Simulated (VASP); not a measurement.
# SrMg6Si (Amm2) in VASP: single point with PBE

Aim: the single point of SrMg6Si with PBE.

All numbers are computed with VASP 6.6.1; they aren't measurements. Logs are shortened: lines on timing, memory, paths and dates and some standing lists are left out, and cuts for length are marked.

**1. The cell of the first run**

It takes space group Amm2 (No. 38, orthorhombic). The conventional cell has a = 4.909 Å, b = 6.051 Å, c = 13.522 Å, α = 90.00°, β = 90.00°, γ = 90.00°. Within 4.2 Å of Sr (site symmetry mm2) lie 2 Si at 3.22 Å and 14 Mg at 3.32 to 4.13 Å. Si (site symmetry mm2) has 8 Mg at 2.87 to 3.50 Å and 2 Sr at 3.22 Å within 3.8 Å. Within 4.0 Å of Mg (site symmetry mm2) lie 8 Mg at 3.07 to 3.24 Å and 2 Sr at 3.32 Å. Within 4.2 Å of Mg (site symmetry mm2) lie 10 Mg at 3.14 to 4.03 Å and 2 Si at 3.50 Å and 4 Sr at 4.13 Å. Within 3.8 Å of Mg (site symmetry m) lie 2 Si at 2.92 Å and 6 Mg at 2.97 to 3.38 Å and 2 Sr at 3.34 Å. Mg (site symmetry m) has 1 Si at 2.87 Å and 8 Mg at 2.96 to 3.41 Å and 2 Sr at 3.58 to 3.82 Å within 3.9 Å.

**2. Single point, PBE**

File INCAR:

```
ALGO     = Fast           # electronic algorithm
EDIFF    = 1E-6           # SCF threshold, eV
ENCUT    = 520            # plane-wave cutoff, eV
GGA      = PE             # functional
ISIF     = 2              # what is computed and relaxed
ISMEAR   = -1             # smearing method
LASPH    = True           # aspherical terms in the spheres
LCHARG   = False          # write CHGCAR
LREAL    = False          # projectors in reciprocal space
LWAVE    = False          # write WAVECAR
NBANDS   = 23             # bands
NELM     = 80             # most SCF steps
PREC     = Accurate       # precision mode
SIGMA    = 0.05           # smearing width, eV
```

File KPOINTS:

```
k-points
0
Gamma
  6 5 5
```

File POSCAR:

```
SrMg6Si
1.0
    4.9090180000      0.0000000000      0.0000000000
    0.0000000000      3.0255640000      6.7609190000
    0.0000000000     -3.0255640000      6.7609190000
Sr Si Mg
1 1 6
Direct
    0.5000000000      0.6976320000      0.6976320000
    0.5000000000      0.1152540000      0.1152540000
    0.0000000000      0.8627890000      0.8627890000
    0.0000000000      0.2997230000      0.2997230000
    0.0000000000      0.3209160000      0.8300400000
    0.0000000000      0.8300400000      0.3209160000
    0.5000000000      0.1921360000      0.6815040000
    0.5000000000      0.6815040000      0.1921360000
```

Potentials or basis: VASP PAW PBE potentials, release 64 (Sr_sv, Si, Mg).

Started as:

```sh
> cat potpaw_PBE.64/Sr_sv/POTCAR potpaw_PBE.64/Si/POTCAR potpaw_PBE.64/Mg/POTCAR > POTCAR
> mpirun -np 1 vasp_std > vasp.out
```

OUTCAR:

```text
EDIFF = 1E-6
   ENCUT = 520
   GGA = PE
   ISIF = 2
   ISMEAR = -1
   LASPH = True
   LREAL = False
   NELM = 80
   PREC = Accurate

 ion  position               nearest neighbor table
   1  0.500  0.698  0.698-   2 3.22   2 3.22   3 3.32   3 3.32   6 3.34   5 3.34   5 3.34   6 3.34
                             8 3.58   7 3.58   7 3.82   8 3.82   4 4.13   4 4.13   4 4.13   4 4.13
   2  0.500  0.115  0.115-   7 2.87   8 2.87   5 2.92   6 2.92   5 2.92   6 2.92   1 3.22   1 3.22

   3  0.000  0.863  0.863-   7 3.07   8 3.07   7 3.07   8 3.07   4 3.14   4 3.14   5 3.24   6 3.24
                             1 3.32   1 3.32
   4  0.000  0.300  0.300-   3 3.14   3 3.14   5 3.38   6 3.38   7 3.41   8 3.41   7 3.41   8 3.41
                             1 4.13   1 4.13   1 4.13   1 4.13
   5  0.000  0.321  0.830-   2 2.92   2 2.92   6 2.97   6 3.08   7 3.09   7 3.09   3 3.24   1 3.34
                             1 3.34   4 3.38
   6  0.000  0.830  0.321-   2 2.92   2 2.92   5 2.97   5 3.08   8 3.09   8 3.09   3 3.24   1 3.34
                             1 3.34   4 3.38
   7  0.500  0.192  0.682-   2 2.87   8 2.96   3 3.07   3 3.07   5 3.09   5 3.09   8 3.09   4 3.41
                             4 3.41   1 3.58   1 3.82
   8  0.500  0.682  0.192-   2 2.87   7 2.96   3 3.07   3 3.07   6 3.09   6 3.09   7 3.09   4 3.41
                             4 3.41   1 3.58   1 3.82

  LATTYP: Found a base centered orthorhombic cell.
 ALAT       =     6.0511280000
 B/A-ratio  =     2.2345979130
 C/A-ratio  =     0.8112566781

  Lattice vectors:

 A1 = (   0.0000000000,   3.0255640000,  -6.7609190000)
 A2 = (   0.0000000000,   3.0255640000,   6.7609190000)
 A3 = (   4.9090180000,   0.0000000000,   0.0000000000)

Analysis of symmetry for initial positions (statically):
=====================================================================
 Subroutine PRICEL returns:
 Original cell was already a primitive cell.

 Routine SETGRP: Setting up the symmetry group for a
 base centered orthorhombic supercell.

 Subroutine GETGRP returns: Found  4 space group operations
 (whereof  4 operations were pure point group operations)
 out of a pool of  8 trial point group operations.

The static configuration has the point symmetry C_2v.

Analysis of symmetry for dynamics (positions and initial velocities):
=====================================================================
 Subroutine PRICEL returns:
 Original cell was already a primitive cell.

 Routine SETGRP: Setting up the symmetry group for a
 base centered orthorhombic supercell.

 Subroutine GETGRP returns: Found  4 space group operations
 (whereof  4 operations were pure point group operations)
 out of a pool of  8 trial point group operations.

The dynamic configuration has the point symmetry C_2v.

 Subroutine INISYM returns: Found  4 space group operations
 (whereof  4 operations are pure point group operations),
 and found     1 'primitive' translations

----------------------------------------------------------------------------------------

                                     Primitive cell

  volume of cell :     200.8337

  direct lattice vectors                    reciprocal lattice vectors
     4.909018000  0.000000000  0.000000000     0.203706729  0.000000000  0.000000000
     0.000000000  3.025564000  6.760919000     0.000000000  0.165258444  0.073954443
     0.000000000 -3.025564000  6.760919000     0.000000000 -0.165258444  0.073954443

  length of vectors
     4.909018000  7.407027963  7.407027963     0.203706729  0.181051410  0.181051410

  position of ions in fractional coordinates (direct lattice)
     0.500000000  0.697632000  0.697632000
     0.500000000  0.115254000  0.115254000
     0.000000000  0.862789000  0.862789000
     0.000000000  0.299723000  0.299723000
     0.000000000  0.320916000  0.830040000
     0.000000000  0.830040000  0.320916000
     0.500000000  0.192136000  0.681504000
     0.500000000  0.681504000  0.192136000

  ion indices of the primitive-cell ions
   primitive index   ion index
                 1           1
                 2           2
                 3           3
                 4           4
                 5           5
                 6           6
                 7           7
                 8           8

----------------------------------------------------------------------------------------

 KPOINTS: k-points

Automatic generation of k-mesh.
 Grid dimensions read from file:
 generate k-points for:    6    5    5

 Generating k-lattice:

  Cartesian coordinates                     Fractional coordinates (reciprocal lattice)
     0.033951122  0.000000000  0.000000000     0.166666667  0.000000000  0.000000000
     0.000000000  0.033051689  0.014790889     0.000000000  0.200000000  0.000000000
     0.000000000 -0.033051689  0.014790889     0.000000000  0.000000000  0.200000000

  Length of vectors
     0.033951122  0.036210282  0.036210282

  Shift w.r.t. Gamma in fractional coordinates (k-lattice)
     0.000000000  0.000000000  0.000000000

 Subroutine IBZKPT returns following result:
 ===========================================

 Found     36 irreducible k-points:

 Following reciprocal coordinates:
            Coordinates               Weight
  0.000000  0.000000  0.000000      1.000000
  0.166667  0.000000  0.000000      2.000000
  0.333333  0.000000  0.000000      2.000000
  0.500000  0.000000  0.000000      1.000000
  0.000000  0.200000 -0.000000      4.000000
  0.166667  0.200000 -0.000000      8.000000
[... 16 lines left out ...]
  0.333333 -0.400000  0.200000      8.000000
  0.500000 -0.400000  0.200000      4.000000
 [... further k-points ...]
   k-points           NKPTS =     36   k-points in BZ     NKDIM =     36   number of bands    NBANDS=     23
   number of dos      NEDOS =    301   number of ions     NIONS =      8
   total plane-waves  NPLWV = 125440
   dimension x,y,z NGX =    40 NGY =   56 NGZ =   56
   dimension x,y,z NGXF=    80 NGYF=  112 NGZF=  112
   ions per type =               1   1   6
   NGX,Y,Z   is equivalent  to a cutoff of  13.55, 12.57, 12.57 a.u.
   NGXF,Y,Z  is equivalent  to a cutoff of  27.09, 25.14, 25.14 a.u.
 SYSTEM =  unknown system
   PREC   = accura    normal or accurate (medium, high low for compatibility)
   ISTART =      0    job   : 0-new  1-cont  2-samecut
   ICHARG =      2    charge: 1-file 2-atom 10-const
   ISPIN  =      1    spin polarized calculation?
   LNONCOLLINEAR =      F non collinear calculations
   LSORBIT =      F    spin-orbit coupling
   LASPH  =      T    aspherical Exc in radial PAW
   ENCUT  =  520.0 eV  38.22 Ry    6.18 a.u.   9.13 13.77 13.77*2*pi/ulx,y,z
   NELM   =     80;   NELMIN=  2; NELMDL= -5     # of ELM steps
   EDIFF  = 0.1E-05   stopping-criterion for ELM
   LREAL  =      F    real-space projection
   EDIFFG = 0.1E-04   stopping-criterion for IOM
   NSW    =      0    number of steps for IOM
   IBRION =     -1    ionic relax: 0-MD 1-quasi-New 2-CG
   NFREE  =      0    steps in history (QN), initial steepest desc. (CG)
   ISIF   =      2    stress and relaxation
   ISYM   =      2    0-nonsym 1-usesym 2-fastsym
   POTIM  = 0.5000    time-step for ionic-motion
   TEBEG  =    0.0;   TEEND  =   0.0 temperature during run
   PSTRESS=    0.0 pullay stress
   NELECT =      26.0000    total number of electrons
   NUPDOWN=      -1.0000    fix difference up-down
   EMIN   =  10.00;   EMAX   =-10.00  energy-range for DOS
   EFERMI =   0.00;   METHOD = LEGACY
   ISMEAR =    -1;   SIGMA  =   0.05  broadening in eV -4-tet -1-fermi 0-gaus
   EFERMI_NEDOS =   21; number of points for ismear=-14 and -15
   IALGO  =     68    algorithm
   IMIX   =      4    mixing-type and parameters
     AMIX     =   0.40;   BMIX     =  1.00
     AMIX_MAG =   1.60;   BMIX_MAG =  1.00
  volume/ion in A,a.u.               =      25.10       169.41
  Fermi-wavevector in a.u.,A,eV,Ry     =   0.828172  1.565018  9.331805  0.685868
  Thomas-Fermi vector in A             =   1.940502
   LORBIT       =      0    0 simple, 1 ext, 2 COOP (PROOUT), +10 PAW based schemes
   GGA     = PE    functional components
   LHFCALC =     F    Hartree Fock is set to
   AEXX    =    0.0000 exact exchange contribution
   IVDW    =     0    specifies the selected vdW correction
   LEPSILON=     F    determine dielectric tensor
   LRPA    =     F    only Hartree local field effects (RPA)
 non-spin polarized calculation
 RMM-DIIS sequential band-by-band and
  energy-cutoff  :      520.00
  volume of cell :      200.83
 maximum number of plane-waves:      5434
 NGX is ok and might be reduce to    40
   NGX = 19   NGY = 27   NGZ = 27

 number of electron      26.0000000 magnetization

 Free energy of the ion-electron system (eV)
  ---------------------------------------------------
  ext. energy  EPLUGINS =         0.00000000
  ---------------------------------------------------
  free energy    TOTEN  =       -15.94212051 eV

  energy without entropy =      -15.91406296  energy(sigma->0) =      -15.92809174

 E-fermi :   2.7516     XC(G=0):  -8.5207

 val. band max:        2.7511339376   @ k =   0.0000   0.2000   0.2000
 cond. band min:       2.7658009042   @ k =   0.1667   0.2000  -0.0000
 fundamental gap:      0.0146669666
 Fermi energy:         2.7515658739

 k-point     1 :       0.0000    0.0000    0.0000
  band No.  band energies     occupation
      1     -32.6272      2.00000
      2     -14.7272      2.00000
      3     -14.7201      2.00000
      4     -14.6848      2.00000
      5      -5.3553      2.00000
      6      -2.0984      2.00000
[... 15 lines left out ...]
     22       6.1333      0.00000
     23       6.5876      0.00000

 k-point     2 :       0.1667    0.0000    0.0000
  band No.  band energies     occupation
      1     -32.6270      2.00000
      2     -14.7364      2.00000
      3     -14.7190      2.00000
      4     -14.6839      2.00000
      5      -5.2350      2.00000
      6      -2.0306      2.00000
[... 15 lines left out ...]
     22       6.4984      0.00000
     23       7.1861      0.00000
[... 544 lines left out ...]
     22       6.5937      0.00000
     23       6.8479      0.00000

 k-point    24 :       0.5000   -0.4000    0.2000
  band No.  band energies     occupation
      1     -32.6263      2.00000
      2     -14.7631      2.00000
      3     -14.7154      2.00000
      4     -14.6882      2.00000
      5      -4.5415      2.00000
      6      -1.8997      2.00000
[... 15 lines left out ...]
     22       6.8273      0.00000
     23       6.9994      0.00000

 [... further k-points ...]

------------------------ aborting loop because EDIFF is reached ----------------------------------------

  FORCE on cell =-STRESS in cart. coord.  units (eV):
  Direction    XX          YY          ZZ          XY          YZ          ZX
  --------------------------------------------------------------------------------------
  -------------------------------------------------------------------------------------
  Total       -0.1044417      0.0565360      0.2730831      0.0000000      0.0000000      0.0000000
  in kB       -0.8331970      0.4510233      2.1785558      0.0000000      0.0000000      0.0000000
  external PRESSURE =       0.5987940 kB  Pullay stress =       0.0000000 kB

 VOLUME and BASIS-vectors are now :
 -----------------------------------------------------------------------------
  energy-cutoff  :      520.00
  volume of cell :      200.83
      direct lattice vectors                 reciprocal lattice vectors
     4.909018000  0.000000000  0.000000000     0.203706729  0.000000000  0.000000000
     0.000000000  3.025564000  6.760919000     0.000000000  0.165258444  0.073954443
     0.000000000 -3.025564000  6.760919000     0.000000000 -0.165258444  0.073954443

 POSITION                                       TOTAL-FORCE (eV/Angst)
 -----------------------------------------------------------------------------------
      2.45451      0.00000      9.43327         0.000000      0.000000      0.004361
      2.45451      0.00000      1.55845         0.000000      0.000000     -0.049632
      0.00000      0.00000     11.66649         0.000000      0.000000      0.063070
      0.00000      0.00000      4.05281         0.000000      0.000000     -0.081545
      0.00000     -1.54039      7.78152         0.000000      0.010702     -0.002816
      0.00000      1.54039      7.78152         0.000000     -0.010702     -0.002816
      2.45451     -1.48061      5.90661         0.000000      0.012847      0.034689
      2.45451      1.48061      5.90661         0.000000     -0.012847      0.034689
 -----------------------------------------------------------------------------------
    total drift:                                0.000000     -0.000000     -0.000998

  FREE ENERGIE OF THE ION-ELECTRON SYSTEM (eV)
  ---------------------------------------------------
  free  energy   TOTEN  =       -15.9421205148 eV

  energy  without entropy=      -15.9140629630  energy(sigma->0) =      -15.92809174
```

Run time: 4.9 min. Hardware: 1 thread of Intel Xeon Platinum 8375C at 2.90GHz (Ice Lake), shared host; peak memory 0.47 GiB.

Results:

```yaml
Free_energy: -15.9421 eV
Pressure: 0.1 GPa
Largest_force: 0.082 eV/Å
Band_gap_on_the_k_mesh: zero (bands 13 and 14 overlap by 1.39 eV)
```

Forces on the atoms (eV/Å):
```
Sr   0.000  0.000  0.004
Si   0.000  0.000 -0.050
Mg   0.000  0.000  0.063
Mg   0.000  0.000 -0.082
Mg   0.000  0.011 -0.003
Mg   0.000 -0.011 -0.003
Mg   0.000  0.013  0.035
Mg   0.000 -0.013  0.035
```

Stress tensor (GPa, compression positive):
```
-0.08  0.00  0.00
 0.00  0.05  0.00
 0.00  0.00  0.22
```
